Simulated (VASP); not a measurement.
A run of VASP 6.6.1:

The input INCAR:

```
SYSTEM = Hf
PREC = Accurate ; ENCUT = 520
EDIFF = 1E-6 ; ISMEAR = 0
SIGMA = 0.15 ; LREAL = .FALSE.
LASPH = .TRUE. ; NELM = 80
ALGO = Fast ; ISIF = 2
LWAVE = .FALSE. ; LCHARG = .FALSE.
GGA = PS ; NBANDS = 17
```

The input KPOINTS:

```
Automatic mesh
0
G
  18 18 10
  0 0 0
```

File POSCAR:

```
Hf
1.0
    3.5157991893      0.0000000000      0.0000000000
   -1.7578995946      2.6342404356      0.0000000000
    0.0000000000      0.0000000000      4.6215076546
Hf
2
Direct
    0.3333333333      0.6666666667      0.2500000000
    0.6666666667      0.3333333333      0.7500000000
```

Potentials or basis: VASP PAW PBE potentials, release 64 (Hf_pv).

Run with:

```bash
$ cat potpaw_PBE.64/Hf_pv/POTCAR > POTCAR
$ mpirun -np 1 vasp_std > vasp.out
```

Hardware: 1 thread of Intel(R) Xeon(R) Platinum 8375C CPU @ 2.90GHz (Ice Lake), with other jobs on the host.

Problem. How long does it take, and how much memory?

Solution. Run time: 8.6 min on 1 thread of Intel(R) Xeon(R) Platinum 8375C CPU @ 2.90GHz (Ice Lake), on a shared host, peak memory 0.43 GiB. Counts: scf iterations 18, k points 546.
